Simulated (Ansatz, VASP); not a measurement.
**Two plane-wave programs on Mg2FeH6**

```
CELL_PARAMETERS angstrom
0.00000 3.04229 3.04229
3.04229 0.00000 3.04229
3.04229 3.04229 0.00000
ATOMIC_POSITIONS crystal
Mg 0.25000 0.25000 0.25000
Mg 0.75000 0.75000 0.75000
Fe 0.00000 0.00000 0.00000
H 0.74922 0.25078 0.25078
H 0.25078 0.74922 0.25078
H 0.25078 0.74922 0.74922
H 0.74922 0.25078 0.74922
H 0.25078 0.25078 0.74922
H 0.74922 0.74922 0.25078
```

Alike in both runs: functional LDA; k mesh 8 × 8 × 8; occupations gaussian, width 0.02 eV; no spin polarisation.

Ansatz relaxed the structure, and its values are those at the end. VASP's run is a single point on that final structure, the one shown.

|  | VASP | Ansatz |
| --- | --- | --- |
| version | VASP 6.6.1 | Ansatz 0.2.0 |
| potentials or method | VASP PAW LDA potentials, release 64 (Mg, Fe, H), cutoff 520 eV | scalar-relativistic, plane waves, PAW |
| valence electrons in the cell | 18 | 42 |

|  | VASP | Ansatz | Ansatz less VASP |
| --- | --- | --- | --- |
| gap on the k mesh at the Fermi level (eV) | 1.84 | 1.86 | +0.019 |
| least direct gap on the mesh (eV) | 1.84 | 1.86 | +0.019 |
| pressure (GPa) | 9.6 | 10.0 | +0.45 |
| rms of the force components (eV/Å) | 0.022 | 0.001 | -0.0214 |

LDA's correlation is that of Perdew and Zunger in VASP and of Perdew and Wang (1992) in Ansatz. VASP's potentials hold 18 valence electrons a cell and Ansatz's 42, so a difference there can come from the potentials and not from the codes. Ansatz's warnings: stress scf threshold loose.
